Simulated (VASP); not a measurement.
# BeTe (I-4m2) in VASP: a series of runs

The runs below take BeTe through single point, with PBE.

Program: VASP 6.6.1. These are calculated values, not measurements. Logs are shortened: lines on timing, memory, paths and dates and some standing lists are left out, and cuts for length are marked.

## (1) The cell of the first run

Symmetry: I-4m2, No. 119, tetragonal system. Conventional cell: a = 4.000 Å, b = 4.000 Å, c = 5.714 Å, α = 90.00°, β = 90.00°, γ = 90.00°. Be (site symmetry -4m2) has 4 Te at 2.46 Å within 3.2 Å. Te (site symmetry -4m2) has 4 Be at 2.46 Å within 3.2 Å.

## (2) Single point, PBE (uniaxial z strain +1.0%)

The input, INCAR:

```
  PREC = Accurate
  ENCUT = 520
  EDIFF = 1E-7
  ISMEAR = 0
  SIGMA = 0.01
  LREAL = False
  LASPH = True
  NELM = 60
  ALGO = Normal
  ISIF = 2
  LWAVE = False
  LCHARG = False
  GGA = PE
  NBANDS = 11
```

The input, KPOINTS:

```
regular mesh
0
Gamma
  4 4 4
```

The input, POSCAR:

```
BeTe
1.0
    0.0000000000      2.8286236255      2.8569098617
    2.8286236255      0.0000000000      2.8569098617
    2.8286236255      2.8286236255      0.0000000000
Be Te
1 1
Direct
    0.0000000000      0.0000000000      0.0000000000
    0.2500000000      0.2500000000      0.2500000000
```

Potentials or basis: VASP PAW PBE potentials, release 64 (Be, Te).

Command:

```sh
$ cat potpaw_PBE.64/Be/POTCAR potpaw_PBE.64/Te/POTCAR > POTCAR
$ mpirun -np 1 vasp_std > vasp.out
```

OUTCAR:

```text
PREC = Accurate
   ENCUT = 520
   EDIFF = 1E-7
   ISMEAR = 0
   LREAL = False
   LASPH = True
   NELM = 60
   ISIF = 2
   GGA = PE

 ion  position               nearest neighbor table
   1  0.000  0.000  0.000-   2 2.46   2 2.46   2 2.46   2 2.46
   2  0.250  0.250  0.250-   1 2.46   1 2.46   1 2.46   1 2.46

  LATTYP: Found a body centered tetragonal cell.
 ALAT       =     4.0002778940
 C/A-ratio  =     1.4283556980

  Lattice vectors:

 A1 = (  -2.8286236255,   0.0000000000,   2.8569098617)
 A2 = (   2.8286236255,   0.0000000000,   2.8569098617)
 A3 = (   0.0000000000,   2.8286236255,  -2.8569098617)

Analysis of symmetry for initial positions (statically):
=====================================================================
 Subroutine PRICEL returns:
 Original cell was already a primitive cell.

 Routine SETGRP: Setting up the symmetry group for a
 body centered tetragonal supercell.

 Subroutine GETGRP returns: Found  8 space group operations
 (whereof  8 operations were pure point group operations)
 out of a pool of 16 trial point group operations.

The static configuration has the point symmetry D_2d.

Analysis of symmetry for dynamics (positions and initial velocities):
=====================================================================
 Subroutine PRICEL returns:
 Original cell was already a primitive cell.

 Routine SETGRP: Setting up the symmetry group for a
 body centered tetragonal supercell.

 Subroutine GETGRP returns: Found  8 space group operations
 (whereof  8 operations were pure point group operations)
 out of a pool of 16 trial point group operations.

The dynamic configuration has the point symmetry D_2d.

 Subroutine INISYM returns: Found  8 space group operations
 (whereof  8 operations are pure point group operations),
 and found     1 'primitive' translations

----------------------------------------------------------------------------------------

                                     Primitive cell

  volume of cell :      45.7169

  direct lattice vectors                    reciprocal lattice vectors
     0.000000000  2.828623626  2.856909862    -0.176764415  0.176764415  0.175014272
     2.828623626  0.000000000  2.856909862     0.176764415 -0.176764415  0.175014272
     2.828623626  2.828623626  0.000000000     0.176764415  0.176764415 -0.175014272

  length of vectors
     4.020329038  4.020329038  4.000277894     0.305157848  0.305157848  0.305157848

[... 74 lines left out ...]
   ISIF   =      2    stress and relaxation
   ISYM   =      2    0-nonsym 1-usesym 2-fastsym
   POTIM  = 0.5000    time-step for ionic-motion
   TEBEG  =    0.0;   TEEND  =   0.0 temperature during run
   PSTRESS=    0.0 pullay stress
   NELECT =       8.0000    total number of electrons
   NUPDOWN=      -1.0000    fix difference up-down
   EMIN   =  10.00;   EMAX   =-10.00  energy-range for DOS
   EFERMI =   0.00;   METHOD = LEGACY
   ISMEAR =     0;   SIGMA  =   0.01  broadening in eV -4-tet -1-fermi 0-gaus
   EFERMI_NEDOS =   21; number of points for ismear=-14 and -15
   IALGO  =     38    algorithm
   IMIX   =      4    mixing-type and parameters
     AMIX     =   0.40;   BMIX     =  1.00
     AMIX_MAG =   1.60;   BMIX_MAG =  1.00
  volume/ion in A,a.u.               =      22.86       154.26
  Fermi-wavevector in a.u.,A,eV,Ry     =   0.915685  1.730393 11.408188  0.838478
  Thomas-Fermi vector in A             =   2.040454
   LORBIT       =      0    0 simple, 1 ext, 2 COOP (PROOUT), +10 PAW based schemes
   GGA     = PE    functional components
   LHFCALC =     F    Hartree Fock is set to
   AEXX    =    0.0000 exact exchange contribution
   IVDW    =     0    specifies the selected vdW correction
   LEPSILON=     F    determine dielectric tensor
   LRPA    =     F    only Hartree local field effects (RPA)
 non-spin polarized calculation
 Gauss-broadening in eV      SIGMA  =   0.01
  energy-cutoff  :      520.00
  volume of cell :       45.72
 maximum number of plane-waves:      1247
 NGX is ok and might be reduce to    30
   NGX = 15   NGY = 15   NGZ = 15

 number of electron       8.0000001 magnetization

 Free energy of the ion-electron system (eV)
  ---------------------------------------------------
  ext. energy  EPLUGINS =         0.00000000
  ---------------------------------------------------
  free energy    TOTEN  =        -7.54799532 eV

  energy without entropy =       -7.54799532  energy(sigma->0) =       -7.54799532

 E-fermi :   4.9972     XC(G=0):  -8.9497

 val. band max:        4.8775687339   @ k =   0.0000   0.0000   0.0000
 cond. band min:       6.8584890547   @ k =   0.5000   0.0000   0.5000
 fundamental gap:      1.9809203208
 Fermi energy:         4.9972398092

 k-point     1 :       0.0000    0.0000    0.0000
  band No.  band energies     occupation
      1      -7.2835      2.00000
      2       4.8240      2.00000
      3       4.8776      2.00000
      4       4.8776      2.00000
      5       8.4693      0.00000
      6       8.4693      0.00000
      7       8.4903      0.00000
      8       8.5095      0.00000
      9      13.1361      0.00000
     10      14.9463      0.00000
     11      15.1414      0.00000
[... 155 lines left out ...]
 k-point    13 :      -0.2500    0.2500    0.5000
  band No.  band energies     occupation
      1      -5.4811      2.00000
      2       0.3754      2.00000
      3       1.2800      2.00000
      4       1.7631      2.00000
      5      10.0591      0.00000
      6      10.2805      0.00000
      7      10.3496      0.00000
      8      10.8543      0.00000
      9      15.7203      0.00000
     10      16.5078      0.00000
     11      17.6610      0.00000

------------------------ aborting loop because EDIFF is reached ----------------------------------------

  FORCE on cell =-STRESS in cart. coord.  units (eV):
  Direction    XX          YY          ZZ          XY          YZ          ZX
  --------------------------------------------------------------------------------------
  -------------------------------------------------------------------------------------
  Total        0.1136228      0.1136228     -0.0600875      0.0000000     -0.0000000      0.0000000
  in kB        3.9819825      3.9819825     -2.1058052      0.0000000     -0.0000000      0.0000000
  external PRESSURE =       1.9527199 kB  Pullay stress =       0.0000000 kB

 VOLUME and BASIS-vectors are now :
 -----------------------------------------------------------------------------
  energy-cutoff  :      520.00
  volume of cell :       45.72
      direct lattice vectors                 reciprocal lattice vectors
     0.000000000  2.828623626  2.856909862    -0.176764415  0.176764415  0.175014272
     2.828623626  0.000000000  2.856909862     0.176764415 -0.176764415  0.175014272
     2.828623626  2.828623626  0.000000000     0.176764415  0.176764415 -0.175014272

 POSITION                                       TOTAL-FORCE (eV/Angst)
 -----------------------------------------------------------------------------------
      0.00000      0.00000      0.00000         0.000000     -0.000000      0.000000
      1.41431      1.41431      1.42845        -0.000000      0.000000     -0.000000
 -----------------------------------------------------------------------------------
    total drift:                                0.000000      0.000000      0.000000

  FREE ENERGIE OF THE ION-ELECTRON SYSTEM (eV)
  ---------------------------------------------------
  free  energy   TOTEN  =        -7.5479953166 eV

  energy  without entropy=       -7.5479953166  energy(sigma->0) =       -7.54799532
```

stdout:

```text
POSCAR found type information on POSCAR BeTe
 POSCAR found :  2 types and       2 ions
 scaLAPACK will be used
 LDA part: xc-table for (Slater+PW92), standard interpolation
 POSCAR, INCAR and KPOINTS ok, starting setup
 FFT: planning ... GRIDC
 FFT: planning ... GRID_SOFT
 FFT: planning ... GRID
 WAVECAR not read
 entering main loop
```

Run time: 4.6 s. Hardware: 1 thread of Intel Xeon 6975P-C (Granite Rapids), shared host; peak memory 0.16 GiB.

What came out:

- Free energy: -7.5480 eV
- Pressure: 0.2 GPa
- Band gap on the k mesh: 1.98 eV (least direct gap 3.59 eV)

Caveat: the k points lie up to 0.48 Å⁻¹ apart; the cell differs from its parent crystal (uniaxial z strain +1.0%); spin-orbit coupling is left out, which moves the levels of the heavy elements. A k mesh can miss the band edges.

## (3) Single point, PBE (uniaxial z strain +3.0%)

The input, INCAR:

```
SYSTEM = BeTe
PREC = Accurate ; ENCUT = 520
EDIFF = 1E-6 ; ISMEAR = 0
SIGMA = 0.01 ; LREAL = .False.
LASPH = .True. ; NELM = 100
ALGO = Normal ; ISIF = 2
LWAVE = .False. ; LCHARG = .False.
GGA = PE ; NBANDS = 11
```

The input, KPOINTS:

```
regular mesh
0
Gamma
  4 4 4
  0 0 0
```

The input, POSCAR:

```
BeTe
1.0
    0.0000000000      2.8286236255      2.9134823342
    2.8286236255      0.0000000000      2.9134823342
    2.8286236255      2.8286236255      0.0000000000
Be Te
1 1
Direct
    0.0000000000      0.0000000000      0.0000000000
    0.2500000000      0.2500000000      0.2500000000
```

Potentials or basis: VASP PAW PBE potentials, release 64 (Be, Te).

Command:

```sh
$ cat potpaw_PBE.64/Be/POTCAR potpaw_PBE.64/Te/POTCAR > POTCAR
$ mpirun -np 1 vasp_std > vasp.out
```

OUTCAR:

```text
SYSTEM = BeTe
   PREC = Accurate
   ENCUT = 520
   EDIFF = 1E-6
   ISMEAR = 0
   LREAL = .False.
   LASPH = .True.
   NELM = 100
   ISIF = 2
   GGA = PE

 ion  position               nearest neighbor table
   1  0.000  0.000  0.000-   2 2.47   2 2.47   2 2.47   2 2.47
   2  0.250  0.250  0.250-   1 2.47   1 2.47   1 2.47   1 2.47

  LATTYP: Found a body centered tetragonal cell.
 ALAT       =     4.0002778940
 C/A-ratio  =     1.4566399692

  Lattice vectors:

[... 356 lines left out ...]

  FORCE on cell =-STRESS in cart. coord.  units (eV):
  Direction    XX          YY          ZZ          XY          YZ          ZX
  --------------------------------------------------------------------------------------
  -------------------------------------------------------------------------------------
  Total       -0.0769797     -0.0769797     -0.6123786      0.0000000      0.0000000      0.0000000
  in kB       -2.6454171     -2.6454171    -21.0444644      0.0000000      0.0000000      0.0000000
  external PRESSURE =      -8.7784328 kB  Pullay stress =       0.0000000 kB

 VOLUME and BASIS-vectors are now :
 -----------------------------------------------------------------------------
  energy-cutoff  :      520.00
  volume of cell :       46.62
      direct lattice vectors                 reciprocal lattice vectors
     0.000000000  2.828623626  2.913482334    -0.176764415  0.176764415  0.171615937
     2.828623626  0.000000000  2.913482334     0.176764415 -0.176764415  0.171615937
     2.828623626  2.828623626  0.000000000     0.176764415  0.176764415 -0.171615937

 POSITION                                       TOTAL-FORCE (eV/Angst)
 -----------------------------------------------------------------------------------
      0.00000      0.00000      0.00000        -0.000000     -0.000000      0.000000
      1.41431      1.41431      1.45674         0.000000      0.000000      0.000000
 -----------------------------------------------------------------------------------
    total drift:                                0.000000      0.000000      0.000000

  FREE ENERGIE OF THE ION-ELECTRON SYSTEM (eV)
  ---------------------------------------------------
  free  energy   TOTEN  =        -7.5414178002 eV

  energy  without entropy=       -7.5414178002  energy(sigma->0) =       -7.54141780
```

Run time: 4.3 s. Hardware: 1 thread of Intel Xeon 6975P-C (Granite Rapids), shared host; peak memory 0.16 GiB.

Results:

```yaml
Free_energy: -7.5414 eV
Pressure: -0.9 GPa
Band_gap_on_the_k_mesh: 1.95 eV (least direct gap 3.45 eV)
```

Caveat: the k points lie up to 0.48 Å⁻¹ apart; the cell differs from its parent crystal (uniaxial z strain +3.0%); spin-orbit coupling is left out, which moves the levels of the heavy elements.

## (4) Single point, PBE (uniaxial z strain +4.0%)

The input, INCAR:

```
SYSTEM = BeTe
  PREC = Accurate
  ENCUT = 520
  EDIFF = 1E-7
  ISMEAR = 0
  SIGMA = 0.01
  LREAL = .False.
  LASPH = .True.
  NELM = 80
  ALGO = Normal
  ISIF = 2
  LWAVE = .False.
  LCHARG = .True.
  GGA = PE
  LELF = .True.
  LVHAR = .True.
  NBANDS = 11
```

KPOINTS is that of step 3.

The input, POSCAR:

```
BeTe
1.0
    0.0000000000      2.8286236255      2.9417685705
    2.8286236255      0.0000000000      2.9417685705
    2.8286236255      2.8286236255      0.0000000000
Be Te
1 1
Direct
    0.0000000000      0.0000000000      0.0000000000
    0.2500000000      0.2500000000      0.2500000000
```

Potentials or basis: VASP PAW PBE potentials, release 64 (Be, Te).

Command:

```sh
$ cat potpaw_PBE.64/Be/POTCAR potpaw_PBE.64/Te/POTCAR > POTCAR
$ mpirun -np 1 vasp_std > vasp.out
```

OUTCAR:

```text
SYSTEM = BeTe
   PREC = Accurate
   ENCUT = 520
   EDIFF = 1E-7
   ISMEAR = 0
   LREAL = .False.
   LASPH = .True.
   NELM = 80
   ISIF = 2
   GGA = PE

 ion  position               nearest neighbor table
   1  0.000  0.000  0.000-   2 2.48   2 2.48   2 2.48   2 2.48
   2  0.250  0.250  0.250-   1 2.48   1 2.48   1 2.48   1 2.48

  LATTYP: Found a body centered tetragonal cell.
 ALAT       =     4.0002778940
 C/A-ratio  =     1.4707821049

  Lattice vectors:

[... 356 lines left out ...]

  FORCE on cell =-STRESS in cart. coord.  units (eV):
  Direction    XX          YY          ZZ          XY          YZ          ZX
  --------------------------------------------------------------------------------------
  -------------------------------------------------------------------------------------
  Total       -0.1635263     -0.1635263     -0.8863529      0.0000000     -0.0000000      0.0000000
  in kB       -5.5655680     -5.5655680    -30.1667419      0.0000000     -0.0000000      0.0000000
  external PRESSURE =     -13.7659593 kB  Pullay stress =       0.0000000 kB

 VOLUME and BASIS-vectors are now :
 -----------------------------------------------------------------------------
  energy-cutoff  :      520.00
  volume of cell :       47.07
      direct lattice vectors                 reciprocal lattice vectors
     0.000000000  2.828623626  2.941768570    -0.176764415  0.176764415  0.169965784
     2.828623626  0.000000000  2.941768570     0.176764415 -0.176764415  0.169965784
     2.828623626  2.828623626  0.000000000     0.176764415  0.176764415 -0.169965784

 POSITION                                       TOTAL-FORCE (eV/Angst)
 -----------------------------------------------------------------------------------
      0.00000      0.00000      0.00000         0.000000      0.000000      0.000000
      1.41431      1.41431      1.47088        -0.000000     -0.000000     -0.000000
 -----------------------------------------------------------------------------------
    total drift:                                0.000000      0.000000      0.000000

  FREE ENERGIE OF THE ION-ELECTRON SYSTEM (eV)
  ---------------------------------------------------
  free  energy   TOTEN  =        -7.5341804089 eV

  energy  without entropy=       -7.5341804089  energy(sigma->0) =       -7.53418041
```

OSZICAR:

```text
N       E                     dE             d eps       ncg     rms          rms(c)
DAV:   1     0.184748782878E+02    0.18475E+02   -0.32238E+03   286   0.571E+02
DAV:   2    -0.657227078133E+01   -0.25047E+02   -0.24107E+02   376   0.939E+01
DAV:   3    -0.761919145998E+01   -0.10469E+01   -0.10452E+01   390   0.196E+01
DAV:   4    -0.763045208262E+01   -0.11261E-01   -0.11259E-01   339   0.231E+00
DAV:   5    -0.763068259931E+01   -0.23052E-03   -0.23051E-03   362   0.320E-01    0.371E+00
DAV:   6    -0.755664766523E+01    0.74035E-01   -0.77143E-02   331   0.112E+00    0.226E+00
DAV:   7    -0.753286078120E+01    0.23787E-01   -0.84032E-02   331   0.127E+00    0.375E-01
DAV:   8    -0.753383867611E+01   -0.97789E-03   -0.50773E-03   325   0.401E-01    0.641E-02
DAV:   9    -0.753411381853E+01   -0.27514E-03   -0.31004E-04   345   0.102E-01    0.247E-02
DAV:  10    -0.753417537883E+01   -0.61560E-04   -0.74996E-05   327   0.442E-02    0.136E-02
DAV:  11    -0.753417887313E+01   -0.34943E-05   -0.31951E-06   349   0.108E-02    0.613E-03
DAV:  12    -0.753418037157E+01   -0.14984E-05   -0.28314E-06   327   0.924E-03    0.144E-03
DAV:  13    -0.753418040891E+01   -0.37334E-07   -0.17037E-08   322   0.877E-04
   1 F= -.75341804E+01 E0= -.75341804E+01  d E =-.109501E-64
```

It took 5 s on 1 thread of Intel Xeon 6975P-C (Granite Rapids), shared host; peak memory 0.16 GiB.

What came out:

```yaml
Free_energy: -7.5342 eV
Pressure: -1.4 GPa
Band_gap_on_the_k_mesh: 1.94 eV (least direct gap 3.36 eV)
```

Stress tensor (GPa, compression positive):
```
-0.56  0.00  0.00
 0.00 -0.56  0.00
 0.00  0.00 -3.02
```

Levels at points of the mesh, in eV from the valence-band top:
```csv
k point,band 1,band 2,band 3,band 4,band 5,band 6,band 7,band 8
"(0.00, 0.00, 0.00)",-12.03,-0.22,0.00,0.00,3.36,3.55,3.55,3.63
"(0.50, 0.00, 0.00)",-10.81,-5.29,-1.28,-0.96,2.81,4.46,4.64,7.76
"(0.50, 0.50, 0.00)",-10.46,-5.05,-2.36,-2.36,2.19,2.86,9.25,9.25
"(0.50, 0.00, 0.50)",-10.32,-4.85,-2.64,-2.58,1.94,2.55,9.18,9.32
```

Caveat: the k points lie up to 0.47 Å⁻¹ apart; the cell differs from its parent crystal (uniaxial z strain +4.0%); spin-orbit coupling is left out, which moves the levels of the heavy elements.

## (5) Overview

| cell | gap on the mesh (eV) | pressure (GPa) |
| --- | --- | --- |
| a = 4.020, b = 4.020, c = 4.000 Å, angles 60.2, 60.2, 59.7°, 2 atoms | 1.98 | 0.2 |
| a = 4.061, b = 4.061, c = 4.000 Å, angles 60.5, 60.5, 59.0°, 2 atoms | 1.95 | -0.9 |
| a = 4.081, b = 4.081, c = 4.000 Å, angles 60.7, 60.7, 58.7°, 2 atoms | 1.94 | -1.4 |

Alike in all rows: task single point; level PBE; potentials or basis VASP PAW PBE potentials, release 64 (Be, Te); no spin polarisation; k mesh 4 × 4 × 4; cutoff (eV) 520; smearing gaussian 0.01 eV.

Caveats: all runs use coarse meshes; spin-orbit coupling is left out, which moves the levels of the heavy elements.

Total energies depend on the potentials used, so only differences within one code and one set of settings carry meaning.
